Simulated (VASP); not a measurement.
Input of a VASP 6.6.1 run:

INCAR

```
  PREC = Accurate
  ENCUT = 520
  EDIFF = 1E-6
  ISMEAR = -1
  SIGMA = 0.08
  LREAL = False
  LASPH = True
  NELM = 80
  ALGO = Normal
  ISIF = 2
  LWAVE = False
  LCHARG = False
  LDIPOL = True
  IDIPOL = 3
  DIPOL = 0.5 0.5 0.500
  GGA = PE
  NBANDS = 36
  EFIELD = -0.1
```

File KPOINTS:

```
Automatic mesh
0
Gamma
  14 10 1
```

Contents of POSCAR:

```
Ag
1.0
    2.9333909044      0.0000000000      0.0000000000
    0.0000000000      4.1484412008      0.0000000000
    0.0000000000      0.0000000000     21.8668000000
Ag
5
Direct
    0.0000000000      0.0000000000      0.3693695523
    0.5000000000      0.5000000000      0.4309424661
    0.0000000000      0.0000000000      0.5000000001
    0.5000000000      0.5000000000      0.5690575337
    0.0000000000      0.0000000000      0.6306304477
```

Potentials or basis: VASP PAW PBE potentials, release 64 (Ag).

Command:

```sh
$ cat potpaw_PBE.64/Ag/POTCAR > POTCAR
$ mpirun -np 1 vasp_std > vasp.out
```

Estimate the largest force.

0.013 eV/Å.

What does it give for the band gap on the k mesh?

Zero (an odd number of electrons rules out a gap without spin polarisation).

Forces on the atoms (eV/Å):
```
Ag   0.000  0.000  0.012
Ag   0.000  0.000  0.007
Ag   0.000  0.000  0.004
Ag   0.000  0.000 -0.013
Ag   0.000  0.000 -0.011
```
